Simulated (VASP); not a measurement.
Wanted: the native input for a VASP 6.6.1 run.

```yaml
Task: single point
Functional: PBE
Potentials_or_basis: VASP PAW PBE potentials, release 64 (Mn_pv, S)
Cutoff: 520 eV
k_mesh: 14 × 14 × 14
Occupations: gaussian, width 0.1 eV
Spin: collinear spin, ferromagnetic start
Starting_moments: "[4.63, 0.14] μB"
Dipole_correction: no
Further_INCAR_settings: ALGO = Normal; EDIFF = 1e-07; NBANDS = 20
```

The structure of MnS lies in POSCAR:

```
MnS
1.0
    0.0000000000      2.7348981808      2.7348981808
    2.7348981808      0.0000000000      2.7348981808
    2.7348981808      2.7348981808      0.0000000000
Mn S
1 1
Direct
    0.0000000000      0.0000000000      0.0000000000
    0.7500000000      0.7500000000      0.7500000000
```

These files were run (other wordings do the same):

INCAR

```
PREC     = Accurate       # precision mode
ENCUT    = 520            # plane-wave cutoff, eV
EDIFF    = 1E-7           # SCF threshold, eV
ISMEAR   = 0              # smearing method
SIGMA    = 0.1            # smearing width, eV
LREAL    = F              # projectors in reciprocal space
LASPH    = T              # aspherical terms in the spheres
NELM     = 150            # most SCF steps
ALGO     = Normal         # electronic algorithm
ISIF     = 2              # what is computed and relaxed
LWAVE    = F              # write WAVECAR
LCHARG   = T              # write CHGCAR
ISPIN    = 2              # spin polarisation
MAGMOM   = 4.63 0.14      # initial moments
LORBIT   = 11             # projections on sites
LMAXMIX  = 4              # l up to which the mixer works
GGA      = PE             # functional
LELF     = T              # ELF
LVHAR    = T            
NBANDS   = 20             # bands
```

KPOINTS

```
regular mesh
0
Gamma
  14 14 14
```

Potentials or basis: VASP PAW PBE potentials, release 64 (Mn_pv, S).

The run is started by

```console
$ cat potpaw_PBE.64/Mn_pv/POTCAR potpaw_PBE.64/S/POTCAR > POTCAR
$ mpirun -np 1 vasp_std > vasp.out
```

Results of the run:

- Pressure: 3.9 GPa
- Net moment: 4.68 μB per cell
- Site moments: Mn +4.16; S +0.06 μB
- Valence electrons inside the program's atomic spheres: Mn 11.45; S 3.78

Caveat: the cell stands under pressure; a cell with one magnetic atom can't hold antiferromagnetic order, which such compounds often take.

Run time: 87 s on 1 thread of Intel(R) Xeon(R) 6975P-C (Granite Rapids), on a shared host, peak memory 0.27 GiB.
